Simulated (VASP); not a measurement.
# Rh (Fm-3m) in VASP: notebook

Runs on Rh. Level: r2SCAN. Tasks: single point.

Program: VASP 6.6.1. These are calculated values, not measurements. Logs are shortened: lines on timing, memory, paths and dates and some standing lists are left out, and cuts for length are marked.

### 1 The cell of the first run

Symmetry: Fm-3m, No. 225, cubic system. Conventional cell: a = 3.693 Å, b = 3.693 Å, c = 3.693 Å, α = 90.00°, β = 90.00°, γ = 90.00°. Within 3.4 Å of Rh (site symmetry m-3m) lie 12 Rh at 2.61 Å.

### 2 Single point, r2SCAN

Input file POSCAR:

```
Rh
1.0
    0.0000000000      1.8464447283      1.8464447283
    1.8464447283      0.0000000000      1.8464447283
    1.8464447283      1.8464447283      0.0000000000
Rh
1
Direct
    0.0000000000      0.0000000000      0.0000000000
```

Input file INCAR.step1:

```
SYSTEM = Rh
  PREC = Accurate
  ENCUT = 580
  ISMEAR = -1
  SIGMA = 0.05
  LREAL = .False.
  LASPH = .True.
  NELM = 120
  NBANDS = 14
  GGA = PE
  ALGO = Normal
  EDIFF = 1E-5
  LWAVE = .True.
  LCHARG = .False.
  GGA_COMPAT = .False.
```

Input file INCAR.step2:

```
SYSTEM = Rh
  PREC = Accurate
  ENCUT = 580
  EDIFF = 1E-6
  ISMEAR = -1
  SIGMA = 0.05
  LREAL = .False.
  LASPH = .True.
  NELM = 120
  ALGO = Normal
  ISIF = 2
  LWAVE = .False.
  LCHARG = .False.
  METAGGA = R2SCAN
  LMIXTAU = .True.
  NBANDS = 14
  ISTART = 1
  GGA_COMPAT = .False.
```

Input file KPOINTS:

```
Automatic mesh
0
Gamma
  12 12 12
  0 0 0
```

Potentials or basis: VASP PAW PBE potentials, release 64 (Rh_sv_GW).

Run with:

```
> cat potpaw_PBE.64/Rh_sv_GW/POTCAR > POTCAR
> cp INCAR.step1 INCAR
> mpirun -np 1 vasp_std > vasp.out
> cp INCAR.step2 INCAR
> mpirun -np 1 vasp_std > vasp.out
```

OUTCAR:

```text
SYSTEM = Rh
   PREC = Accurate
   ENCUT = 580
   EDIFF = 1E-6
   ISMEAR = -1
   LREAL = .False.
   LASPH = .True.
   NELM = 120
   ISIF = 2
   METAGGA = R2SCAN
   ISTART = 1

 ion  position               nearest neighbor table
   1  0.000  0.000  0.000-

  LATTYP: Found a face centered cubic cell.
 ALAT       =     3.6928894566

  Lattice vectors:

 A1 = (   0.0000000000,   1.8464447283,   1.8464447283)
 A2 = (   1.8464447283,   0.0000000000,   1.8464447283)
 A3 = (   1.8464447283,   1.8464447283,   0.0000000000)

Analysis of symmetry for initial positions (statically):
[... 33 lines left out ...]
                                     Primitive cell

  volume of cell :      12.5904

  direct lattice vectors                    reciprocal lattice vectors
     0.000000000  1.846444728  1.846444728    -0.270790667  0.270790667  0.270790667
     1.846444728  0.000000000  1.846444728     0.270790667 -0.270790667  0.270790667
     1.846444728  1.846444728  0.000000000     0.270790667  0.270790667 -0.270790667

  length of vectors
     2.611267177  2.611267177  2.611267177     0.469023194  0.469023194  0.469023194

  position of ions in fractional coordinates (direct lattice)
     0.000000000  0.000000000  0.000000000

  ion indices of the primitive-cell ions
   primitive index   ion index
                 1           1

----------------------------------------------------------------------------------------

 KPOINTS: Automatic mesh

Automatic generation of k-mesh.
 Grid dimensions read from file:
 generate k-points for:   12   12   12

 Generating k-lattice:

  Cartesian coordinates                     Fractional coordinates (reciprocal lattice)
    -0.022565889  0.022565889  0.022565889     0.083333333  0.000000000  0.000000000
     0.022565889 -0.022565889  0.022565889     0.000000000  0.083333333  0.000000000
     0.022565889  0.022565889 -0.022565889     0.000000000  0.000000000  0.083333333

  Length of vectors
     0.039085266  0.039085266  0.039085266

  Shift w.r.t. Gamma in fractional coordinates (k-lattice)
     0.000000000  0.000000000  0.000000000

 Subroutine IBZKPT returns following result:
 ===========================================

 Found     72 irreducible k-points:

 Following reciprocal coordinates:
            Coordinates               Weight
  0.000000  0.000000  0.000000      1.000000
  0.083333  0.000000  0.000000      8.000000
  0.166667  0.000000  0.000000      8.000000
  0.250000  0.000000  0.000000      8.000000
  0.333333  0.000000  0.000000      8.000000
  0.416667  0.000000  0.000000      8.000000
[... 16 lines left out ...]
  0.500000  0.166667  0.000000     24.000000
 -0.416667  0.166667  0.000000     24.000000
 [... further k-points ...]
   k-points           NKPTS =     72   k-points in BZ     NKDIM =     72   number of bands    NBANDS=     14
   number of dos      NEDOS =    301   number of ions     NIONS =      1
   total plane-waves  NPLWV =  13824
   dimension x,y,z NGX =    24 NGY =   24 NGZ =   24
   dimension x,y,z NGXF=    48 NGYF=   48 NGZF=   48
   ions per type =               1
   NGX,Y,Z   is equivalent  to a cutoff of  15.28, 15.28, 15.28 a.u.
   NGXF,Y,Z  is equivalent  to a cutoff of  30.56, 30.56, 30.56 a.u.
 SYSTEM =  Rh
   PREC   = accura    normal or accurate (medium, high low for compatibility)
   ISTART =      1    job   : 0-new  1-cont  2-samecut
   ICHARG =      0    charge: 1-file 2-atom 10-const
   ISPIN  =      1    spin polarized calculation?
   LNONCOLLINEAR =      F non collinear calculations
   LSORBIT =      F    spin-orbit coupling
   LASPH  =      T    aspherical Exc in radial PAW
   ENCUT  =  580.0 eV  42.63 Ry    6.53 a.u.   5.13  5.13  5.13*2*pi/ulx,y,z
   NELM   =    120;   NELMIN=  2; NELMDL=  0     # of ELM steps
   EDIFF  = 0.1E-05   stopping-criterion for ELM
   LREAL  =      F    real-space projection
   EDIFFG = 0.1E-04   stopping-criterion for IOM
   NSW    =      0    number of steps for IOM
   IBRION =     -1    ionic relax: 0-MD 1-quasi-New 2-CG
   NFREE  =      0    steps in history (QN), initial steepest desc. (CG)
   ISIF   =      2    stress and relaxation
   ISYM   =      2    0-nonsym 1-usesym 2-fastsym
   POTIM  = 0.5000    time-step for ionic-motion
   TEBEG  =    0.0;   TEEND  =   0.0 temperature during run
   PSTRESS=    0.0 pullay stress
   NELECT =      17.0000    total number of electrons
   NUPDOWN=      -1.0000    fix difference up-down
   EMIN   =  10.00;   EMAX   =-10.00  energy-range for DOS
   EFERMI =   0.00;   METHOD = LEGACY
   ISMEAR =    -1;   SIGMA  =   0.05  broadening in eV -4-tet -1-fermi 0-gaus
   EFERMI_NEDOS =   21; number of points for ismear=-14 and -15
   IALGO  =     38    algorithm
   IMIX   =      4    mixing-type and parameters
     AMIX     =   0.40;   BMIX     =  1.00
     AMIX_MAG =   1.60;   BMIX_MAG =  1.00
  volume/ion in A,a.u.               =      12.59        84.96
  Fermi-wavevector in a.u.,A,eV,Ry     =   1.809443  3.419351 44.546601  3.274083
  Thomas-Fermi vector in A             =   2.868311
   LORBIT       =      0    0 simple, 1 ext, 2 COOP (PROOUT), +10 PAW based schemes
   METAGGA = R2SCAN    functional components
   LHFCALC =     F    Hartree Fock is set to
   AEXX    =    0.0000 exact exchange contribution
   IVDW    =     0    specifies the selected vdW correction
   LEPSILON=     F    determine dielectric tensor
   LRPA    =     F    only Hartree local field effects (RPA)
 non-spin polarized calculation
  energy-cutoff  :      580.00
  volume of cell :       12.59
 maximum number of plane-waves:       415
 NGX is ok and might be reduce to    24
   NGX = 11   NGY = 11   NGZ = 11

 number of electron      16.9999998 magnetization

 Free energy of the ion-electron system (eV)
  ---------------------------------------------------
  ext. energy  EPLUGINS =         0.00000000
  ---------------------------------------------------
  free energy    TOTEN  =       -23.19071687 eV

  energy without entropy =      -23.18368270  energy(sigma->0) =      -23.18719978

 E-fermi :  12.2914     XC(G=0): -15.9510

 val. band max:       12.2060115417   @ k =  -0.3333   0.3333   0.0000
 cond. band min:      12.3045990175   @ k =   0.3333   0.1667   0.0000
 fundamental gap:      0.0985874759
 Fermi energy:        12.2913859011

 k-point     1 :       0.0000    0.0000    0.0000
  band No.  band energies     occupation
      1     -69.2267      2.00000
      2     -35.7128      2.00000
      3     -35.7128      2.00000
      4     -35.7128      2.00000
      5       3.4461      2.00000
      6       8.6281      2.00000
      7       8.6281      2.00000
      8       8.6281      2.00000
      9      11.0435      2.00000
     10      11.0435      2.00000
     11      28.5965      0.00000
     12      34.7324      0.00000
     13      34.7324      0.00000
     14      34.7324      0.00000

 k-point     2 :       0.0833    0.0000    0.0000
  band No.  band energies     occupation
      1     -69.2148      2.00000
      2     -35.7853      2.00000
      3     -35.7223      2.00000
      4     -35.7223      2.00000
      5       3.7592      2.00000
      6       8.4848      2.00000
      7       8.7524      2.00000
      8       8.7524      2.00000
      9      10.9735      2.00000
     10      10.9735      2.00000
     11      29.0763      0.00000
     12      33.3970      0.00000
     13      35.2146      0.00000
     14      35.2146      0.00000

 k-point     3 :       0.1667    0.0000    0.0000
  band No.  band energies     occupation
      1     -69.1823      2.00000
      2     -35.9829      2.00000
      3     -35.7479      2.00000
      4     -35.7479      2.00000
      5       4.5719      2.00000
      6       8.2442      2.00000
      7       9.0000      2.00000
      8       9.0000      2.00000
      9      10.9154      2.00000
     10      10.9154      2.00000
     11      30.1809      0.00000
     12      31.0264      0.00000
     13      36.5729      0.00000
     14      36.5729      0.00000

 k-point     4 :       0.2500    0.0000    0.0000
  band No.  band energies     occupation
      1     -69.1377      2.00000
      2     -36.2483      2.00000
      3     -35.7838      2.00000
      4     -35.7838      2.00000
      5       5.3293      2.00000
      6       8.5683      2.00000
      7       9.0315      2.00000
      8       9.0315      2.00000
      9      11.2445      2.00000
     10      11.2445      2.00000
     11      28.6155      0.00000
     12      30.7233      0.00000
     13      38.5215      0.00000
     14      38.5215      0.00000

 k-point     5 :       0.3333    0.0000    0.0000
  band No.  band energies     occupation
      1     -69.0928      2.00000
      2     -36.5091      2.00000
      3     -35.8194      2.00000
      4     -35.8193      2.00000
      5       5.4149      2.00000
      6       8.8073      2.00000
      7       8.8073      2.00000
      8      10.0705      2.00000
      9      11.9649      1.99708
     10      11.9649      1.99708
     11      26.1192      0.00000
     12      29.7472      0.00000
     13      37.7206      0.00000
     14      37.7206      0.00000

 k-point     6 :       0.4167    0.0000    0.0000
  band No.  band energies     occupation
      1     -69.0597      2.00000
      2     -36.6962      2.00000
      3     -35.8453      2.00000
      4     -35.8453      2.00000
      5       5.2331      2.00000
      6       8.5810      2.00000
      7       8.5810      2.00000
      8      12.0475      1.98489
      9      12.6592      0.00128
     10      12.6592      0.00128
     11      23.6160      0.00000
     12      28.6388      0.00000
     13      35.7357      0.00000
     14      35.7357      0.00000

 k-point     7 :       0.5000    0.0000    0.0000
  band No.  band energies     occupation
      1     -69.0475      2.00000
      2     -36.7641      2.00000
      3     -35.8543      2.00000
      4     -35.8543      2.00000
      5       5.1452      2.00000
      6       8.4933      2.00000
      7       8.4933      2.00000
      8      12.9455      0.00000
      9      12.9455      0.00000
     10      13.0943      0.00000
     11      22.3643      0.00000
     12      28.2431      0.00000
     13      35.0093      0.00000
     14      35.0093      0.00000
[... 205 lines left out ...]
 k-point    20 :       0.2500    0.1667    0.0000
  band No.  band energies     occupation
      1     -69.1340      2.00000
      2     -36.1440      2.00000
      3     -35.8537      2.00000
      4     -35.8470      2.00000
      5       5.6763      2.00000
      6       7.2327      2.00000
      7       9.3232      2.00000
      8       9.8582      2.00000
      9      10.6060      2.00000
     10      11.7415      1.99997
     11      31.0415      0.00000
     12      32.0182      0.00000
     13      34.4170      0.00000
     14      34.9813      0.00000

 k-point    21 :       0.3333    0.1667    0.0000
  band No.  band energies     occupation
      1     -69.0932      2.00000
      2     -36.3590      2.00000
      3     -35.8959      2.00000
      4     -35.8922      2.00000
      5       6.0861      2.00000
      6       7.4223      2.00000
      7       8.8237      2.00000
      8       9.8564      2.00000
      9      12.1305      1.92299
     10      12.3046      0.86863
     11      28.5179      0.00000
     12      31.6125      0.00000
     13      33.9074      0.00000
     14      35.4288      0.00000

 k-point    22 :       0.4167    0.1667    0.0000
  band No.  band energies     occupation
      1     -69.0562      2.00000
      2     -36.5466      2.00000
      3     -35.9562      2.00000
      4     -35.9143      2.00000
      5       5.9787      2.00000
      6       7.8799      2.00000
      7       8.8690      2.00000
      8       9.6265      2.00000
      9      12.8697      0.00002
     10      14.1898      0.00000
     11      25.4941      0.00000
     12      30.4019      0.00000
     13      33.3401      0.00000
     14      35.1162      0.00000

 k-point    23 :       0.5000    0.1667    0.0000
  band No.  band energies     occupation
      1     -69.0330      2.00000
      2     -36.6578      2.00000
      3     -36.0120      2.00000
      4     -35.9150      2.00000
      5       5.9029      2.00000
      6       7.7843      2.00000
      7       9.3933      2.00000
      8       9.6034      2.00000
      9      13.0150      0.00000
     10      16.3577      0.00000
     11      22.7870      0.00000
     12      29.6121      0.00000
     13      33.4159      0.00000
     14      33.7332      0.00000

 k-point    24 :      -0.4167    0.1667    0.0000
  band No.  band energies     occupation
      1     -69.0300      2.00000
      2     -36.6672      2.00000
      3     -36.0470      2.00000
      4     -35.8935      2.00000
      5       5.9867      2.00000
      6       7.7999      2.00000
      7       9.2807      2.00000
      8       9.8819      2.00000
      9      12.5712      0.00739
     10      16.9980      0.00000
     11      22.3831      0.00000
     12      29.3627      0.00000
     13      32.6216      0.00000
     14      34.5999      0.00000

 [... further k-points ...]
[... 5 lines left out ...]
  --------------------------------------------------------------------------------------
  -------------------------------------------------------------------------------------
  Total        2.2159025      2.2159025      2.2159025      0.0000000      0.0000000      0.0000000
  in kB      281.9825897    281.9825897    281.9825897      0.0000000      0.0000000      0.0000000
  external PRESSURE =     281.9825897 kB  Pullay stress =       0.0000000 kB

 VOLUME and BASIS-vectors are now :
 -----------------------------------------------------------------------------
  energy-cutoff  :      580.00
  volume of cell :       12.59
      direct lattice vectors                 reciprocal lattice vectors
     0.000000000  1.846444728  1.846444728    -0.270790667  0.270790667  0.270790667
     1.846444728  0.000000000  1.846444728     0.270790667 -0.270790667  0.270790667
     1.846444728  1.846444728  0.000000000     0.270790667  0.270790667 -0.270790667

 POSITION                                       TOTAL-FORCE (eV/Angst)
 -----------------------------------------------------------------------------------
      0.00000      0.00000      0.00000         0.000000      0.000000      0.000000
 -----------------------------------------------------------------------------------
    total drift:                               -0.000000      0.000000      0.000000

  FREE ENERGIE OF THE ION-ELECTRON SYSTEM (eV)
  ---------------------------------------------------
  free  energy   TOTEN  =       -23.1907168677 eV

  energy  without entropy=      -23.1836827018  energy(sigma->0) =      -23.18719978
```

Wall time 48 s (1 thread of Intel Xeon Platinum 8259CL at 2.50GHz (Skylake/Cascade Lake), shared host); peak memory 0.16 GiB.

Results:

```yaml
Free_energy: -23.1907 eV
Pressure: 28.2 GPa
```

Caveat: the PAW data sets were made with another functional, which shifts forces and pressure a little.

### 3 Single point, r2SCAN

This run uses another cell than the first one, of 12.85 Å³/atom, 1.021 times its volume.

Input file POSCAR:

```
Rh
1.0
    0.0000000000      1.8591074964      1.8591074964
    1.8591074964      0.0000000000      1.8591074964
    1.8591074964      1.8591074964      0.0000000000
Rh
1
Direct
    0.0000000000      0.0000000000      0.0000000000
```

Input file INCAR.step1:

```
PREC = Accurate
ENCUT = 580
ISMEAR = -1
SIGMA = 0.05
LREAL = F
LASPH = T
NELM = 120
NBANDS = 14
GGA = PE
ALGO = Normal
EDIFF = 1E-5
LWAVE = T
LCHARG = F
GGA_COMPAT = F
```

Input file INCAR.step2:

```
PREC = Accurate
ENCUT = 580
EDIFF = 1E-6
ISMEAR = -1
SIGMA = 0.05
LREAL = F
LASPH = T
NELM = 120
ALGO = Normal
ISIF = 2
LWAVE = F
LCHARG = T
METAGGA = R2SCAN
LMIXTAU = T
LELF = T
LVHAR = T
NBANDS = 14
ISTART = 1
GGA_COMPAT = F
```

Input file KPOINTS:

```
regular mesh
0
Gamma
  12 12 12
```

Potentials or basis: VASP PAW PBE potentials, release 64 (Rh_sv_GW).

Run with:

```
> cat potpaw_PBE.64/Rh_sv_GW/POTCAR > POTCAR
> cp INCAR.step1 INCAR
> mpirun -np 1 vasp_std > vasp.out
> cp INCAR.step2 INCAR
> mpirun -np 1 vasp_std > vasp.out
```

Run time: 24 s. Hardware: 1 thread of Intel Xeon 6975P-C (Granite Rapids), shared host; peak memory 0.16 GiB.

The run converged. Its results:

| Item | Value |
| --- | --- |
| Free energy | -23.2324 eV |
| Pressure | 19.9 GPa |

Levels at points of the mesh, in eV from the Fermi level:
```tsv
k point	band 4	band 5	band 6	band 7	band 8	band 9	band 10	band 11	band 12	band 13
(0.00, 0.00, 0.00)	-47.96	-8.69	-3.55	-3.55	-3.55	-1.21	-1.21	16.35	22.37	22.37
(0.50, 0.00, 0.00)	-48.10	-6.95	-3.68	-3.68	0.63	0.63	0.82	9.83	15.99	22.56
(0.50, 0.50, 0.00)	-48.32	-7.25	-6.85	0.56	1.14	1.14	3.58	13.77	14.35	14.35
```

Caveat: the PAW data sets were made with another functional, which shifts forces and pressure a little.

(Continued in part 2 of 2.)
